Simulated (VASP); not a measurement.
# ZrGaH4 (P4/mmm) in VASP: notebook

ZrGaH4 is run at these levels: PBE; tasks: relaxation of cell and atoms, single point.

All numbers are computed with VASP 6.6.1; they aren't measurements. Logs are shortened: lines on timing, memory, paths and dates and some standing lists are left out, and cuts for length are marked.

## Step 1: The cell of the first run

The structure is tetragonal, space group P4/mmm (No. 123). Conventional cell: a = 3.470 Å, b = 3.470 Å, c = 4.545 Å, α = 90.00°, β = 90.00°, γ = 90.00°. Zr (site symmetry 4/mmm) has 8 H at 2.06 Å within 2.7 Å. Within 2.8 Å of Ga (site symmetry 4/mmm) lie 8 H at 2.08 Å. Within 2.7 Å of H (site symmetry 2mm) lie 2 Zr at 2.06 Å and 2 Ga at 2.08 Å and 6 H at 2.24 to 2.45 Å.

## Step 2: Relaxation of cell and atoms, PBE

File INCAR:

```
SYSTEM = ZrGaH4
PREC = Accurate
ENCUT = 600
EDIFF = 1E-6
ISMEAR = 0
SIGMA = 0.1
LREAL = .False.
LASPH = .True.
NELM = 100
ALGO = Normal
ISIF = 3
LWAVE = .False.
LCHARG = .False.
GGA = PE
IBRION = 2
NSW = 90
EDIFFG = -0.04
```

File KPOINTS:

```
regular mesh
0
Gamma
  6 6 4
  0 0 0
```

File POSCAR:

```
ZrGaH4
1.0
    3.4696888462      0.0000000000      0.0000000000
    0.0000000000      3.4696888462      0.0000000000
    0.0000000000      0.0000000000      4.5446131785
Zr Ga H
1 1 4
Direct
    0.5000000000      0.5000000000      0.5000000000
    0.0000000000      0.0000000000      0.0000000000
    0.5000000000      0.0000000000      0.2540438820
    0.0000000000      0.5000000000      0.7459561180
    0.5000000000      0.0000000000      0.7459561180
    0.0000000000      0.5000000000      0.2540438820
```

Potentials or basis: VASP PAW PBE potentials, release 64 (Zr_sv, Ga_d, H).

The run is started by

```console
$ cat potpaw_PBE.64/Zr_sv/POTCAR potpaw_PBE.64/Ga_d/POTCAR potpaw_PBE.64/H/POTCAR > POTCAR
$ mpirun -np 1 vasp_std > vasp.out
```

OUTCAR:

```text
SYSTEM = ZrGaH4
   PREC = Accurate
   ENCUT = 600
   EDIFF = 1E-6
   ISMEAR = 0
   LREAL = .False.
   LASPH = .True.
   NELM = 100
   ISIF = 3
   GGA = PE
   IBRION = 2
   NSW = 90
   EDIFFG = -0.04

 ion  position               nearest neighbor table
   1  0.500  0.500  0.500-   3 2.06   4 2.06   5 2.06   6 2.06   3 2.06   5 2.06   4 2.06   6 2.06
                             2 3.34   2 3.34   2 3.34   2 3.34   2 3.34   2 3.34   2 3.34   2 3.34
   2  0.000  0.000  0.000-   1 3.34   1 3.34   1 3.34   1 3.34   1 3.34   1 3.34   1 3.34   1 3.34

   3  0.500  0.000  0.254-   1 2.06   1 2.06
   4  0.000  0.500  0.746-   1 2.06   1 2.06
   5  0.500  0.000  0.746-   1 2.06   1 2.06
   6  0.000  0.500  0.254-   1 2.06   1 2.06

  LATTYP: Found a simple tetragonal cell.
 ALAT       =     3.4696888462
 C/A-ratio  =     1.3098042447

  Lattice vectors:

 A1 = (   3.4696888462,   0.0000000000,   0.0000000000)
 A2 = (   0.0000000000,   3.4696888462,   0.0000000000)
 A3 = (   0.0000000000,   0.0000000000,   4.5446131785)

Analysis of symmetry for initial positions (statically):
=====================================================================
 Subroutine PRICEL returns:
 Original cell was already a primitive cell.

 Routine SETGRP: Setting up the symmetry group for a
 simple tetragonal supercell.

 Subroutine GETGRP returns: Found 16 space group operations
 (whereof 16 operations were pure point group operations)
 out of a pool of 16 trial point group operations.

The static configuration has the point symmetry D_4h.

Analysis of symmetry for dynamics (positions and initial velocities):
=====================================================================
 Subroutine PRICEL returns:
 Original cell was already a primitive cell.

 Routine SETGRP: Setting up the symmetry group for a
 simple tetragonal supercell.

 Subroutine GETGRP returns: Found 16 space group operations
 (whereof 16 operations were pure point group operations)
 out of a pool of 16 trial point group operations.

The dynamic configuration has the point symmetry D_4h.

 Subroutine INISYM returns: Found 16 space group operations
 (whereof 16 operations are pure point group operations),
 and found     1 'primitive' translations

----------------------------------------------------------------------------------------

                                     Primitive cell

  volume of cell :      54.7114

  direct lattice vectors                    reciprocal lattice vectors
     3.469688846  0.000000000  0.000000000     0.288210282  0.000000000  0.000000000
     0.000000000  3.469688846  0.000000000     0.000000000  0.288210282  0.000000000
     0.000000000  0.000000000  4.544613178     0.000000000  0.000000000  0.220040730

  length of vectors
     3.469688846  3.469688846  4.544613178     0.288210282  0.288210282  0.220040730

  position of ions in fractional coordinates (direct lattice)
     0.500000000  0.500000000  0.500000000
     0.000000000  0.000000000  0.000000000
     0.500000000  0.000000000  0.254043882
     0.000000000  0.500000000  0.745956118
     0.500000000  0.000000000  0.745956118
     0.000000000  0.500000000  0.254043882

  ion indices of the primitive-cell ions
   primitive index   ion index
                 1           1
                 2           2
                 3           3
                 4           4
                 5           5
                 6           6

----------------------------------------------------------------------------------------

 KPOINTS: regular mesh

Automatic generation of k-mesh.
 Grid dimensions read from file:
 generate k-points for:    6    6    4

 Generating k-lattice:

  Cartesian coordinates                     Fractional coordinates (reciprocal lattice)
     0.048035047  0.000000000  0.000000000     0.166666667  0.000000000  0.000000000
     0.000000000  0.048035047  0.000000000     0.000000000  0.166666667  0.000000000
     0.000000000  0.000000000  0.055010182     0.000000000  0.000000000  0.250000000

  Length of vectors
     0.048035047  0.048035047  0.055010182

  Shift w.r.t. Gamma in fractional coordinates (k-lattice)
     0.000000000  0.000000000  0.000000000

 Subroutine IBZKPT returns following result:
 ===========================================

 Found     30 irreducible k-points:

 Following reciprocal coordinates:
            Coordinates               Weight
  0.000000  0.000000  0.000000      1.000000
  0.166667  0.000000  0.000000      4.000000
  0.333333  0.000000  0.000000      4.000000
  0.500000  0.000000  0.000000      2.000000
  0.166667  0.166667  0.000000      4.000000
  0.333333  0.166667  0.000000      8.000000
[... 16 lines left out ...]
  0.333333  0.000000  0.500000      4.000000
  0.500000  0.000000  0.500000      2.000000
 [... further k-points ...]
   k-points           NKPTS =     30   k-points in BZ     NKDIM =     30   number of bands    NBANDS=     18
   number of dos      NEDOS =    301   number of ions     NIONS =      6
   total plane-waves  NPLWV =  28224
   dimension x,y,z NGX =    28 NGY =   28 NGZ =   36
   dimension x,y,z NGXF=    56 NGYF=   56 NGZF=   72
   ions per type =               1   1   4
   NGX,Y,Z   is equivalent  to a cutoff of  13.42, 13.42, 13.17 a.u.
   NGXF,Y,Z  is equivalent  to a cutoff of  26.83, 26.83, 26.34 a.u.
 SYSTEM =  ZrGaH4
   PREC   = accura    normal or accurate (medium, high low for compatibility)
   ISTART =      0    job   : 0-new  1-cont  2-samecut
   ICHARG =      2    charge: 1-file 2-atom 10-const
   ISPIN  =      1    spin polarized calculation?
   LNONCOLLINEAR =      F non collinear calculations
   LSORBIT =      F    spin-orbit coupling
   LASPH  =      T    aspherical Exc in radial PAW
   ENCUT  =  600.0 eV  44.10 Ry    6.64 a.u.   6.93  6.93  9.08*2*pi/ulx,y,z
   NELM   =    100;   NELMIN=  2; NELMDL= -5     # of ELM steps
   EDIFF  = 0.1E-05   stopping-criterion for ELM
   LREAL  =      F    real-space projection
   EDIFFG = -.4E-01   stopping-criterion for IOM
   NSW    =     90    number of steps for IOM
   IBRION =      2    ionic relax: 0-MD 1-quasi-New 2-CG
   NFREE  =      1    steps in history (QN), initial steepest desc. (CG)
   ISIF   =      3    stress and relaxation
   ISYM   =      2    0-nonsym 1-usesym 2-fastsym
   POTIM  = 0.5000    time-step for ionic-motion
   TEBEG  =    0.0;   TEEND  =   0.0 temperature during run
   PSTRESS=    0.0 pullay stress
   NELECT =      29.0000    total number of electrons
   NUPDOWN=      -1.0000    fix difference up-down
   EMIN   =  10.00;   EMAX   =-10.00  energy-range for DOS
   EFERMI =   0.00;   METHOD = LEGACY
   ISMEAR =     0;   SIGMA  =   0.10  broadening in eV -4-tet -1-fermi 0-gaus
   EFERMI_NEDOS =   21; number of points for ismear=-14 and -15
   IALGO  =     38    algorithm
   IMIX   =      4    mixing-type and parameters
     AMIX     =   0.40;   BMIX     =  1.00
     AMIX_MAG =   1.60;   BMIX_MAG =  1.00
  volume/ion in A,a.u.               =       9.12        61.54
  Fermi-wavevector in a.u.,A,eV,Ry     =   1.324895  2.503689 23.882947  1.755347
  Thomas-Fermi vector in A             =   2.454396
   LORBIT       =      0    0 simple, 1 ext, 2 COOP (PROOUT), +10 PAW based schemes
   GGA     = PE    functional components
   LHFCALC =     F    Hartree Fock is set to
   AEXX    =    0.0000 exact exchange contribution
   IVDW    =     0    specifies the selected vdW correction
   LEPSILON=     F    determine dielectric tensor
   LRPA    =     F    only Hartree local field effects (RPA)
 conjugate gradient relaxation of ions
 non-spin polarized calculation
 Gauss-broadening in eV      SIGMA  =   0.10
  energy-cutoff  :      600.00
  volume of cell :       54.71
 maximum number of plane-waves:      1852
 NGX is ok and might be reduce to    28
   NGX = 13   NGY = 13   NGZ = 19

--------------------------------------- Ionic step        1  -------------------------------------------

 number of electron      29.0000000 magnetization

 Free energy of the ion-electron system (eV)
  ---------------------------------------------------
  ext. energy  EPLUGINS =         0.00000000
  ---------------------------------------------------
  free energy    TOTEN  =       -24.74950784 eV

  energy without entropy =      -24.73623059  energy(sigma->0) =      -24.74286922

------------------------ aborting loop because EDIFF is reached ----------------------------------------

  FORCE on cell =-STRESS in cart. coord.  units (eV):
  Direction    XX          YY          ZZ          XY          YZ          ZX
  --------------------------------------------------------------------------------------
  -------------------------------------------------------------------------------------
  Total        0.3524232      0.3524232     -0.2264397      0.0000000      0.0000000      0.0000000
  in kB       10.3204133     10.3204133     -6.6310925      0.0000000      0.0000000      0.0000000
  external PRESSURE =       4.6699114 kB  Pullay stress =       0.0000000 kB
[... 185 lines left out ...]
  energy  without entropy=      -24.7386660296  energy(sigma->0) =      -24.74670837

--------------------------------------- Ionic step        6  -------------------------------------------

 number of electron      29.0000004 magnetization

 Free energy of the ion-electron system (eV)
  ---------------------------------------------------
  ext. energy  EPLUGINS =         0.00000000
  ---------------------------------------------------
  free energy    TOTEN  =       -24.75607930 eV

  energy without entropy =      -24.73854882  energy(sigma->0) =      -24.74731406

 E-fermi :   6.3803     XC(G=0): -10.8050

 val. band max:        6.3342730404   @ k =   0.5000   0.5000   0.2500
 cond. band min:       6.3911099340   @ k =   0.3333   0.0000   0.2500
 fundamental gap:      0.0568368936
 Fermi energy:         6.3803354407

 k-point     1 :       0.0000    0.0000    0.0000
  band No.  band energies     occupation
      1     -43.0110      2.00000
      2     -21.0767      2.00000
      3     -20.9568      2.00000
      4     -20.9568      2.00000
      5      -8.8183      2.00000
      6      -8.6938      2.00000
[... 10 lines left out ...]
     17       8.9409      0.00000
     18       8.9896      0.00000
[... 466 lines left out ...]
      2     -21.2393      2.00000
      3     -21.0514      2.00000
      4     -20.9360      2.00000
      5      -8.7616      2.00000
      6      -8.7597      2.00000
[... 10 lines left out ...]
     17       7.5985      0.00000
     18      10.2353      0.00000

 [... further k-points ...]

------------------------ aborting loop because EDIFF is reached ----------------------------------------

  FORCE on cell =-STRESS in cart. coord.  units (eV):
  Direction    XX          YY          ZZ          XY          YZ          ZX
  --------------------------------------------------------------------------------------
  -------------------------------------------------------------------------------------
  Total       -0.0103590     -0.0103590     -0.0822847      0.0000000      0.0000000      0.0000000
  in kB       -0.3023818     -0.3023818     -2.4019089      0.0000000      0.0000000      0.0000000
  external PRESSURE =      -1.0022241 kB  Pullay stress =       0.0000000 kB
[... 21 lines left out ...]
  FREE ENERGIE OF THE ION-ELECTRON SYSTEM (eV)
  ---------------------------------------------------
  free  energy   TOTEN  =       -24.7560793029 eV

  energy  without entropy=      -24.7385488243  energy(sigma->0) =      -24.74731406

 reached required accuracy - stopping structural energy minimisation
```

It took 3 min on 1 thread of AMD EPYC 7R43 (Zen 3), shared host; peak memory 0.16 GiB.

Results:

```
Free energy                            : -24.7561 eV
Relaxed volume                         : 9.15 Å³/atom
Relaxed cell                           : a = 3.508 Å, b = 3.508 Å, c = 4.459 Å, α = 90.00°, β = 90.00°, γ = 90.00°
Space group after relaxing (to 0.05 Å) : P4/mmm (No. 123)
Energy gained by relaxing              : 1.1 meV/atom
Ionic steps                            : 6
Pressure after relaxing                : -0.1 GPa
Largest force after relaxing           : 0.005 eV/Å
```

Forces on the atoms (eV/Å):
```
Zr   0.000  0.000  0.000
Ga   0.000  0.000  0.000
H    0.000  0.000 -0.005
H    0.000  0.000  0.005
H    0.000  0.000  0.005
H    0.000  0.000 -0.005
```

The path:
| step | energy change (eV) | largest force (eV/Å) | pressure (GPa) | volume (Å³) |
| --- | --- | --- | --- | --- |
| 1 | 0.0000 | 0.0063 | 0.47 | 54.71 |
| 2 | -0.0020 | 0.0162 | 0.10 | 54.92 |
| 3 | -0.0035 | 0.0318 | -0.45 | 55.25 |
| 4 | -0.0036 | 0.0355 | -0.60 | 55.33 |
| 5 | -0.0052 | 0.0197 | -0.38 | 55.16 |
| 6 | -0.0066 | 0.0052 | -0.10 | 54.89 |

Final structure:
```xyz
6
Lattice="3.5084 0.0000 0.0000 0.0000 3.5084 0.0000 0.0000 0.0000 4.4593" Properties=species:S:1:pos:R:3 pbc="T T T"
Zr    1.7542    1.7542    2.2296
Ga    0.0000    0.0000    0.0000
H     1.7542    3.5084    1.1399
H     0.0000    1.7542    3.3194
H     1.7542    0.0000    3.3194
H     3.5084    1.7542    1.1399
```

Levels at points of the mesh, in eV from the Fermi level:
```tsv
k point	band 11	band 12	band 13	band 14	band 15	band 16	band 17	band 18
(0.00, 0.00, 0.00)	-5.58	-5.04	-2.33	-0.30	1.27	1.27	2.56	2.61
(0.50, 0.00, 0.00)	-8.02	-5.44	-2.12	-1.45	0.43	0.99	1.58	3.46
(0.50, 0.50, 0.00)	-6.18	-5.58	-4.32	-4.32	-0.80	0.97	1.94	3.27
(0.00, 0.00, 0.50)	-8.36	-5.14	-1.92	0.04	0.04	0.57	2.63	4.59
(0.50, 0.00, 0.50)	-6.08	-6.03	-5.26	0.60	0.97	1.18	1.22	3.85
(0.50, 0.50, 0.50)	-6.77	-4.37	-3.57	-3.57	-3.09	1.86	2.29	3.29
```

## Step 3: Single point, PBE

This run uses another cell than the first one, of 8.85 Å³/atom, 0.970 times its volume.

File INCAR:

```
  PREC = Accurate
  ENCUT = 520
  EDIFF = 1E-7
  ISMEAR = 0
  SIGMA = 0.1
  LREAL = F
  LASPH = T
  NELM = 100
  ALGO = Normal
  ISIF = 2
  LWAVE = F
  LCHARG = F
  GGA = PE
  NBANDS = 24
```

File KPOINTS:

```
Automatic mesh
0
Gamma
  10 10 10
```

File POSCAR:

```
ZrGaH4
1.0
    3.5553326753      0.0000000000      0.0000000000
    0.0000000000      3.5553326753      0.0000000000
    0.0000000000      0.0000000000      4.2002897084
Zr Ga H
1 1 4
Direct
    0.5000000000      0.5000000000      0.5000000000
    0.0000000000      0.0000000000      0.0000000000
    0.5000000000      0.0000000000      0.2518793344
    0.0000000000      0.5000000000      0.7481206656
    0.5000000000      0.0000000000      0.7481206656
    0.0000000000      0.5000000000      0.2518793344
```

Potentials or basis: VASP PAW PBE potentials, release 64 (Zr_sv, Ga_d, H).

The run is started by

```console
$ cat potpaw_PBE.64/Zr_sv/POTCAR potpaw_PBE.64/Ga_d/POTCAR potpaw_PBE.64/H/POTCAR > POTCAR
$ mpirun -np 1 vasp_std > vasp.out
```

It took 88 s on 1 thread of Intel Xeon Platinum 8488C (Sapphire Rapids), shared host; peak memory 0.28 GiB.

Results (log left out):

```
Free energy : -24.8387 eV
Pressure    : 0.0 GPa
```

Levels at points of the mesh, in eV from the Fermi level:
| k point | band 11 | band 12 | band 13 | band 14 | band 15 | band 16 | band 17 | band 18 | band 19 | band 20 |
| --- | --- | --- | --- | --- | --- | --- | --- | --- | --- | --- |
| (0.00, 0.00, 0.00) | -6.02 | -4.59 | -2.15 | -0.14 | 1.23 | 1.23 | 2.10 | 2.10 | 2.36 | 2.65 |
| (0.50, 0.00, 0.00) | -8.45 | -5.17 | -1.75 | -1.53 | 0.01 | 0.90 | 1.51 | 3.19 | 4.05 | 5.79 |
| (0.50, 0.50, 0.00) | -6.65 | -6.06 | -4.09 | -4.09 | -1.10 | 1.41 | 2.18 | 2.98 | 4.67 | 5.18 |
| (0.00, 0.00, 0.50) | -8.43 | -5.40 | -2.31 | -0.35 | -0.35 | 1.09 | 2.41 | 5.13 | 6.02 | 6.02 |
| (0.50, 0.00, 0.50) | -6.33 | -6.17 | -5.36 | 0.78 | 0.82 | 0.90 | 1.67 | 3.56 | 3.82 | 4.00 |
| (0.50, 0.50, 0.50) | -7.09 | -4.61 | -3.67 | -3.67 | -3.34 | 2.18 | 2.24 | 3.02 | 4.47 | 4.47 |

[end of part 1 of 2]
